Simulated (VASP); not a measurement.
# WSe (Pm-3m) in VASP: a series of runs

WSe is run at these levels: PBE+U; tasks: single point.

Program: VASP 6.6.1. These are calculated values, not measurements. Logs are shortened: lines on timing, memory, paths and dates and some standing lists are left out, and cuts for length are marked.

## (1) The cell of the first run

It takes space group Pm-3m (No. 221, cubic). Conventional cell: a = 3.451 Å, b = 3.451 Å, c = 3.451 Å, α = 90.00°, β = 90.00°, γ = 90.00°. Within 3.9 Å of W (site symmetry m-3m) lie 8 Se at 2.99 Å and 6 W at 3.45 Å. Within 3.9 Å of Se (site symmetry m-3m) lie 8 W at 2.99 Å and 6 Se at 3.45 Å.

## (2) Single point, PBE+U, collinear spin

Input file INCAR:

```
  PREC = Accurate
  ENCUT = 520
  EDIFF = 1E-6
  ISMEAR = 0
  SIGMA = 0.1
  LREAL = False
  LASPH = True
  NELM = 150
  ALGO = Normal
  ISIF = 2
  LWAVE = False
  LCHARG = True
  ISPIN = 2
  MAGMOM = 1 0
  LORBIT = 11
  LMAXMIX = 4
  LDAU = True
  LDAUTYPE = 2
  LDAUL = 2 -1
  LDAUU = 6.2 0
  LDAUJ = 0 0
  LDAUPRINT = 1
  GGA = PE
  LELF = True
  LVHAR = True
  NBANDS = 21
```

Input file KPOINTS:

```
Automatic mesh
0
Gamma
  12 12 12
```

Input file POSCAR:

```
WSe
1.0
    3.4513982277      0.0000000000      0.0000000000
    0.0000000000      3.4513982277      0.0000000000
    0.0000000000      0.0000000000      3.4513982277
W Se
1 1
Direct
    0.0000000000      0.0000000000      0.0000000000
    0.5000000000      0.5000000000      0.5000000000
```

Potentials or basis: VASP PAW PBE potentials, release 64 (W_sv, Se).

On the command line:

```bash
$ cat potpaw_PBE.64/W_sv/POTCAR potpaw_PBE.64/Se/POTCAR > POTCAR
$ mpirun -np 1 vasp_std > vasp.out
```

OUTCAR:

```text
PREC = Accurate
   ENCUT = 520
   EDIFF = 1E-6
   ISMEAR = 0
   LREAL = False
   LASPH = True
   NELM = 150
   ISIF = 2
   ISPIN = 2
   LORBIT = 11
   GGA = PE

 ion  position               nearest neighbor table
   1  0.000  0.000  0.000-   2 2.99   2 2.99   2 2.99   2 2.99   2 2.99   2 2.99   2 2.99   2 2.99

   2  0.500  0.500  0.500-   1 2.99   1 2.99   1 2.99   1 2.99   1 2.99   1 2.99   1 2.99   1 2.99

  LATTYP: Found a simple cubic cell.
 ALAT       =     3.4513982277

  Lattice vectors:

 A1 = (   3.4513982277,   0.0000000000,   0.0000000000)
 A2 = (   0.0000000000,   3.4513982277,   0.0000000000)
 A3 = (   0.0000000000,   0.0000000000,   3.4513982277)

Analysis of symmetry for initial positions (statically):
=====================================================================
 Subroutine PRICEL returns:
 Original cell was already a primitive cell.

 Routine SETGRP: Setting up the symmetry group for a
 simple cubic supercell.

 Subroutine GETGRP returns: Found 48 space group operations
 (whereof 48 operations were pure point group operations)
 out of a pool of 48 trial point group operations.

The static configuration has the point symmetry O_h .

Analysis of symmetry for dynamics (positions and initial velocities):
=====================================================================
 Subroutine PRICEL returns:
 Original cell was already a primitive cell.

 Routine SETGRP: Setting up the symmetry group for a
 simple cubic supercell.

 Subroutine GETGRP returns: Found 48 space group operations
 (whereof 48 operations were pure point group operations)
 out of a pool of 48 trial point group operations.

The dynamic configuration has the point symmetry O_h .

Analysis of structural, dynamic, and magnetic symmetry:
=====================================================================
 Subroutine PRICEL returns:
 Original cell was already a primitive cell.

 Routine SETGRP: Setting up the symmetry group for a
 simple cubic supercell.

 Subroutine GETGRP returns: Found 48 space group operations
 (whereof 48 operations were pure point group operations)
 out of a pool of 48 trial point group operations.

The overall configuration has the point symmetry O_h .

 Subroutine INISYM returns: Found 48 space group operations
 (whereof 48 operations are pure point group operations),
 and found     1 'primitive' translations

----------------------------------------------------------------------------------------

                                     Primitive cell

  volume of cell :      41.1136

  direct lattice vectors                    reciprocal lattice vectors
     3.451398228  0.000000000  0.000000000     0.289737647  0.000000000  0.000000000
     0.000000000  3.451398228  0.000000000     0.000000000  0.289737647  0.000000000
     0.000000000  0.000000000  3.451398228     0.000000000  0.000000000  0.289737647

  length of vectors
     3.451398228  3.451398228  3.451398228     0.289737647  0.289737647  0.289737647

  position of ions in fractional coordinates (direct lattice)
     0.000000000  0.000000000  0.000000000
     0.500000000  0.500000000  0.500000000

  ion indices of the primitive-cell ions
   primitive index   ion index
                 1           1
                 2           2

----------------------------------------------------------------------------------------
[... 68 lines left out ...]
   ENCUT  =  520.0 eV  38.22 Ry    6.18 a.u.   6.42  6.42  6.42*2*pi/ulx,y,z
   NELM   =    150;   NELMIN=  2; NELMDL= -5     # of ELM steps
   EDIFF  = 0.1E-05   stopping-criterion for ELM
   LREAL  =      F    real-space projection
   EDIFFG = 0.1E-04   stopping-criterion for IOM
   NSW    =      0    number of steps for IOM
   IBRION =     -1    ionic relax: 0-MD 1-quasi-New 2-CG
   NFREE  =      0    steps in history (QN), initial steepest desc. (CG)
   ISIF   =      2    stress and relaxation
   ISYM   =      2    0-nonsym 1-usesym 2-fastsym
   POTIM  = 0.5000    time-step for ionic-motion
   TEBEG  =    0.0;   TEEND  =   0.0 temperature during run
   PSTRESS=    0.0 pullay stress
   NELECT =      20.0000    total number of electrons
   NUPDOWN=      -1.0000    fix difference up-down
   EMIN   =  10.00;   EMAX   =-10.00  energy-range for DOS
   EFERMI =   0.00;   METHOD = LEGACY
   ISMEAR =     0;   SIGMA  =   0.10  broadening in eV -4-tet -1-fermi 0-gaus
   EFERMI_NEDOS =   21; number of points for ismear=-14 and -15
   IALGO  =     38    algorithm
   IMIX   =      4    mixing-type and parameters
     AMIX     =   0.40;   BMIX     =  1.00
     AMIX_MAG =   1.60;   BMIX_MAG =  1.00
  volume/ion in A,a.u.               =      20.56       138.72
  Fermi-wavevector in a.u.,A,eV,Ry     =   1.287527  2.433074 22.554737  1.657726
  Thomas-Fermi vector in A             =   2.419536
   LORBIT       =     11    0 simple, 1 ext, 2 COOP (PROOUT), +10 PAW based schemes
 LDA+U is selected, type is set to LDAUTYPE =  2
   angular momentum for each species LDAUL =     2   -1
   U (eV)           for each species LDAUU =   6.2  0.0
   J (eV)           for each species LDAUJ =   0.0  0.0
   GGA     = PE    functional components
   LHFCALC =     F    Hartree Fock is set to
   AEXX    =    0.0000 exact exchange contribution
   IVDW    =     0    specifies the selected vdW correction
   LEPSILON=     F    determine dielectric tensor
   LRPA    =     F    only Hartree local field effects (RPA)
 spin polarized calculation
 Gauss-broadening in eV      SIGMA  =   0.10
  energy-cutoff  :      520.00
  volume of cell :       41.11
 maximum number of plane-waves:      1141
 NGX is ok and might be reduce to    28
   NGX = 13   NGY = 13   NGZ = 13

atom =   1  type =  1  l = 2

 onsite density matrix

spin component  1

  0.6368  0.0000 -0.0000  0.0000  0.0000
  0.0000  0.6368 -0.0000 -0.0000 -0.0000
 -0.0000 -0.0000  0.3289 -0.0000 -0.0000
  0.0000 -0.0000 -0.0000  0.6368 -0.0000
  0.0000 -0.0000 -0.0000 -0.0000  0.3289

spin component  2

  0.0553 -0.0000 -0.0000 -0.0000  0.0000
 -0.0000  0.0553 -0.0000 -0.0000 -0.0000
 -0.0000 -0.0000  0.2284 -0.0000 -0.0000
 -0.0000 -0.0000 -0.0000  0.0553  0.0000
  0.0000 -0.0000 -0.0000  0.0000  0.2284

 occupancies and eigenvectors

  o =  0.0553  v =  0.0000  0.0000  0.0000  0.0000  0.0000  1.0000  0.0000  0.0000  0.0000  0.0000      0.0000  0.0000  0.0000  0.0000  0.0000  0.0000  0.0000  0.0000  0.0000  0.0000
  o =  0.0553  v =  0.0000  0.0000  0.0000  0.0000  0.0000  0.0000 -0.9930  0.0000 -0.1180  0.0000      0.0000  0.0000  0.0000  0.0000  0.0000  0.0000  0.0000  0.0000  0.0000  0.0000
  o =  0.0553  v =  0.0000  0.0000  0.0000  0.0000  0.0000  0.0000  0.1180 -0.0000 -0.9930 -0.0000      0.0000  0.0000  0.0000  0.0000  0.0000  0.0000  0.0000  0.0000  0.0000  0.0000
  o =  0.2284  v =  0.0000  0.0000  0.0000  0.0000  0.0000  0.0000 -0.0000  0.0095  0.0000 -1.0000      0.0000  0.0000  0.0000  0.0000  0.0000  0.0000  0.0000  0.0000  0.0000  0.0000
  o =  0.2284  v =  0.0000  0.0000  0.0000  0.0000  0.0000  0.0000 -0.0000 -1.0000  0.0000 -0.0095      0.0000  0.0000  0.0000  0.0000  0.0000  0.0000  0.0000  0.0000  0.0000  0.0000
  o =  0.3289  v =  0.0000 -0.0000 -0.0111  0.0000  0.9999  0.0000  0.0000  0.0000  0.0000  0.0000      0.0000  0.0000  0.0000  0.0000  0.0000  0.0000  0.0000  0.0000  0.0000  0.0000
  o =  0.3289  v =  0.0000 -0.0000  0.9999  0.0000  0.0111  0.0000  0.0000  0.0000  0.0000  0.0000      0.0000  0.0000  0.0000  0.0000  0.0000  0.0000  0.0000  0.0000  0.0000  0.0000
  o =  0.6368  v =  0.0000  0.7321  0.0000 -0.6812  0.0000  0.0000  0.0000  0.0000  0.0000  0.0000      0.0000  0.0000  0.0000  0.0000  0.0000  0.0000  0.0000  0.0000  0.0000  0.0000
  o =  0.6368  v =  0.0000 -0.6812  0.0000 -0.7321  0.0000  0.0000  0.0000  0.0000  0.0000  0.0000      0.0000  0.0000  0.0000  0.0000  0.0000  0.0000  0.0000  0.0000  0.0000  0.0000
  o =  0.6368  v =  1.0000  0.0000  0.0000  0.0000  0.0000  0.0000  0.0000  0.0000  0.0000  0.0000      0.0000  0.0000  0.0000  0.0000  0.0000  0.0000  0.0000  0.0000  0.0000  0.0000

 number of electron      20.0000005 magnetization       2.1660039

 Free energy of the ion-electron system (eV)
  ---------------------------------------------------
  ext. energy  EPLUGINS =         0.00000000
  ---------------------------------------------------
  free energy    TOTEN  =        -8.60399145 eV

  energy without entropy =       -8.59976772  energy(sigma->0) =       -8.60187959

 E-fermi :   7.6621     XC(G=0): -11.3410

 val. band max:        7.6063534165   @ k =   0.2500   0.1667   0.0000
 cond. band min:       7.6682604026   @ k =   0.5000   0.5000   0.3333
 fundamental gap:      0.0619069861
 Fermi energy:         7.6620755387

 spin component 1

 k-point     1 :       0.0000    0.0000    0.0000
  band No.  band energies     occupation
      1     -67.9763      1.00000
      2     -32.2153      1.00000
      3     -32.2153      1.00000
      4     -32.2153      1.00000
      5      -7.5786      1.00000
      6       4.8443      1.00000
[... 1145 lines left out ...]
     20      22.1851      0.00000
     21      23.3317      0.00000

 [... further k-points ...]

------------------------ aborting loop because EDIFF is reached ----------------------------------------

  FORCE on cell =-STRESS in cart. coord.  units (eV):
  Direction    XX          YY          ZZ          XY          YZ          ZX
  --------------------------------------------------------------------------------------
  -------------------------------------------------------------------------------------
  Total       -3.6775352     -3.6775352     -3.6775352      0.0000000      0.0000000      0.0000000
  in kB     -143.3118845   -143.3118845   -143.3118845      0.0000000      0.0000000      0.0000000
  external PRESSURE =    -143.3118845 kB  Pullay stress =       0.0000000 kB

 VOLUME and BASIS-vectors are now :
 -----------------------------------------------------------------------------
  energy-cutoff  :      520.00
  volume of cell :       41.11
      direct lattice vectors                 reciprocal lattice vectors
     3.451398228  0.000000000  0.000000000     0.289737647  0.000000000  0.000000000
     0.000000000  3.451398228  0.000000000     0.000000000  0.289737647  0.000000000
     0.000000000  0.000000000  3.451398228     0.000000000  0.000000000  0.289737647

 POSITION                                       TOTAL-FORCE (eV/Angst)
 -----------------------------------------------------------------------------------
      0.00000      0.00000      0.00000         0.000000      0.000000      0.000000
      1.72570      1.72570      1.72570         0.000000      0.000000      0.000000
 -----------------------------------------------------------------------------------
    total drift:                                0.000000      0.000000     -0.000000

  FREE ENERGIE OF THE ION-ELECTRON SYSTEM (eV)
  ---------------------------------------------------
  free  energy   TOTEN  =        -8.6039914469 eV

  energy  without entropy=       -8.5997677246  energy(sigma->0) =       -8.60187959

 total charge

# of ion       s       p       d       tot
------------------------------------------
    1        2.287   6.113   3.153  11.553
    2        1.499   2.153   0.074   3.726
--------------------------------------------------
tot          3.787   8.265   3.227  15.279

 magnetization (x)

# of ion       s       p       d       tot
------------------------------------------
    1        0.050   0.039   1.927   2.015
    2        0.032  -0.297   0.023  -0.242
--------------------------------------------------
tot          0.082  -0.259   1.949   1.773
```

Wall time 59 s (1 thread of AMD EPYC 9R45 (Zen 5), shared host); peak memory 0.22 GiB.

Results:

```yaml
Free_energy: -8.6040 eV
Pressure: -14.3 GPa
Net_moment: 2.17 μB per cell
Site_moments: W +2.02; Se -0.24 μB
Valence_electrons_inside_the_program's_atomic_spheres: W 11.55; Se 3.73
```

Eigenvalues of the final occupation matrices:
```
    site  spin  trace               eigenvalues
site 1 d     1   2.57  0.33 0.33 0.64 0.64 0.64
site 1 d     2   0.62  0.06 0.06 0.06 0.23 0.23
```

Caveat: the cell stands under tension; spin-orbit coupling is left out, which moves the levels of the heavy elements.

## (3) Single point, PBE+U, collinear spin

This run uses another cell than the first one, of 21.45 Å³/atom.

Input file INCAR:

```
SYSTEM = WSe
PREC     = Accurate       ! precision mode
ENCUT    = 520            ! plane-wave cutoff, eV
EDIFF    = 1E-6           ! SCF threshold, eV
ISMEAR   = 0              ! smearing method
SIGMA    = 0.1            ! smearing width, eV
LREAL    = .False.        ! projectors in reciprocal space
LASPH    = .True.         ! aspherical terms in the spheres
NELM     = 150            ! most SCF steps
ALGO     = Normal         ! electronic algorithm
ISIF     = 2              ! what is computed and relaxed
LWAVE    = .False.        ! write WAVECAR
LCHARG   = .True.         ! write CHGCAR
ISPIN    = 2              ! spin polarisation
MAGMOM   = 1 0            ! initial moments
LORBIT   = 11             ! projections on sites
LMAXMIX  = 4              ! l up to which the mixer works
LDAU     = .True.         ! DFT+U
LDAUTYPE = 2            
LDAUL    = 2 -1           ! shell
LDAUU    = 6.2 0          ! U, eV
LDAUJ    = 0 0          
LDAUPRINT= 1            
GGA      = PE             ! functional
LELF     = .True.         ! ELF
LVHAR    = .True.       
NBANDS   = 21             ! bands
```

Input file KPOINTS:

```
regular mesh
0
Gamma
  12 12 12
  0 0 0
```

Input file POSCAR:

```
WSe
1.0
    3.5007105790      0.0000000000      0.0000000000
    0.0000000000      3.5007105790      0.0000000000
    0.0000000000      0.0000000000      3.5007105790
W Se
1 1
Direct
    0.0000000000      0.0000000000      0.0000000000
    0.5000000000      0.5000000000      0.5000000000
```

Potentials or basis: VASP PAW PBE potentials, release 64 (W_sv, Se).

On the command line:

```bash
$ cat potpaw_PBE.64/W_sv/POTCAR potpaw_PBE.64/Se/POTCAR > POTCAR
$ mpirun -np 1 vasp_std > vasp.out
```

OUTCAR:

```text
SYSTEM = WSe
   PREC = Accurate
   ENCUT = 520
   EDIFF = 1E-6
   ISMEAR = 0
   LREAL = .False.
   LASPH = .True.
   NELM = 150
   ISIF = 2
   ISPIN = 2
   LORBIT = 11
   GGA = PE

 ion  position               nearest neighbor table
   1  0.000  0.000  0.000-   2 3.03   2 3.03   2 3.03   2 3.03   2 3.03   2 3.03   2 3.03   2 3.03

   2  0.500  0.500  0.500-   1 3.03   1 3.03   1 3.03   1 3.03   1 3.03   1 3.03   1 3.03   1 3.03

  LATTYP: Found a simple cubic cell.
 ALAT       =     3.5007105790

  Lattice vectors:

 A1 = (   3.5007105790,   0.0000000000,   0.0000000000)
 A2 = (   0.0000000000,   3.5007105790,   0.0000000000)
 A3 = (   0.0000000000,   0.0000000000,   3.5007105790)

Analysis of symmetry for initial positions (statically):
=====================================================================
 Subroutine PRICEL returns:
 Original cell was already a primitive cell.

 Routine SETGRP: Setting up the symmetry group for a
 simple cubic supercell.

 Subroutine GETGRP returns: Found 48 space group operations
 (whereof 48 operations were pure point group operations)
[... 1380 lines left out ...]

 [... further k-points ...]

------------------------ aborting loop because EDIFF is reached ----------------------------------------

  FORCE on cell =-STRESS in cart. coord.  units (eV):
  Direction    XX          YY          ZZ          XY          YZ          ZX
  --------------------------------------------------------------------------------------
  -------------------------------------------------------------------------------------
  Total       -4.2638258     -4.2638258     -4.2638258     -0.0000000      0.0000000     -0.0000000
  in kB     -159.2360578   -159.2360578   -159.2360578     -0.0000000      0.0000000     -0.0000000
  external PRESSURE =    -159.2360578 kB  Pullay stress =       0.0000000 kB

 VOLUME and BASIS-vectors are now :
 -----------------------------------------------------------------------------
  energy-cutoff  :      520.00
  volume of cell :       42.90
      direct lattice vectors                 reciprocal lattice vectors
     3.500710579  0.000000000  0.000000000     0.285656291  0.000000000  0.000000000
     0.000000000  3.500710579  0.000000000     0.000000000  0.285656291  0.000000000
     0.000000000  0.000000000  3.500710579     0.000000000  0.000000000  0.285656291

 POSITION                                       TOTAL-FORCE (eV/Angst)
 -----------------------------------------------------------------------------------
      0.00000      0.00000      0.00000         0.000000      0.000000      0.000000
      1.75036      1.75036      1.75036         0.000000      0.000000      0.000000
 -----------------------------------------------------------------------------------
    total drift:                                0.000000      0.000000     -0.000000

  FREE ENERGIE OF THE ION-ELECTRON SYSTEM (eV)
  ---------------------------------------------------
  free  energy   TOTEN  =        -8.4343791299 eV

  energy  without entropy=       -8.4287945721  energy(sigma->0) =       -8.43158685

 total charge

# of ion       s       p       d       tot
------------------------------------------
    1        2.286   6.100   3.139  11.524
    2        1.500   2.142   0.065   3.707
--------------------------------------------------
tot          3.786   8.241   3.204  15.231

 magnetization (x)

# of ion       s       p       d       tot
------------------------------------------
    1        0.049   0.038   2.034   2.121
    2        0.031  -0.299   0.020  -0.249
--------------------------------------------------
tot          0.080  -0.261   2.053   1.872
```

OSZICAR:

```text
N       E                     dE             d eps       ncg     rms          rms(c)
DAV:   1     0.152748477122E+03    0.15275E+03   -0.91889E+03  7056   0.923E+02
DAV:   2    -0.242651088445E+01   -0.15517E+03   -0.14933E+03  7977   0.277E+02
DAV:   3    -0.857523340646E+01   -0.61487E+01   -0.60518E+01  8343   0.507E+01
DAV:   4    -0.862331286196E+01   -0.48079E-01   -0.48055E-01  7976   0.496E+00
DAV:   5    -0.862370861656E+01   -0.39575E-03   -0.39575E-03  8367   0.456E-01    0.103E+01
DAV:   6    -0.796886083443E+01    0.65485E+00   -0.44774E+00  7746   0.120E+01    0.462E+00
DAV:   7    -0.831972372182E+01   -0.35086E+00   -0.78335E-01  7866   0.362E+00    0.187E+00
DAV:   8    -0.839652675392E+01   -0.76803E-01   -0.16874E-01  7869   0.220E+00    0.108E+00
DAV:   9    -0.841460211734E+01   -0.18075E-01   -0.22793E-02  8356   0.707E-01    0.543E-01
DAV:  10    -0.842665032628E+01   -0.12048E-01   -0.10560E-02  7966   0.421E-01    0.286E-01
DAV:  11    -0.843291884213E+01   -0.62685E-02   -0.93414E-03  8106   0.368E-01    0.117E-01
DAV:  12    -0.843401964816E+01   -0.11008E-02   -0.23739E-03  8209   0.160E-01    0.727E-02
DAV:  13    -0.843436535992E+01   -0.34571E-03   -0.15505E-03  8331   0.111E-01    0.391E-02
DAV:  14    -0.843437720458E+01   -0.11845E-04   -0.35155E-05  8101   0.316E-02    0.115E-02
DAV:  15    -0.843437846084E+01   -0.12563E-05   -0.17335E-06  7076   0.831E-03    0.582E-03
DAV:  16    -0.843437912985E+01   -0.66901E-06   -0.98353E-07  4758   0.508E-03
   1 F= -.84343791E+01 E0= -.84315869E+01  d E =-.558456E-02  mag=     2.2911
```

Wall time 58 s (1 thread of AMD EPYC 9R45 (Zen 5), shared host); peak memory 0.22 GiB.

Results:

- Free energy: -8.4344 eV
- Pressure: -15.9 GPa
- Net moment: 2.29 μB per cell
- Site moments: W +2.12; Se -0.25 μB
- Valence electrons inside the program's atomic spheres: W 11.52; Se 3.71

Eigenvalues of the final occupation matrices:
```tsv
site	spin	trace	eigenvalues
site 1 d	1	2.61	0.33 0.33 0.65 0.65 0.65
site 1 d	2	0.56	0.05 0.05 0.05 0.21 0.21
```

Caveat: the cell stands under tension; spin-orbit coupling is left out, which moves the levels of the heavy elements.

(Part 1 of 2 ends here.)
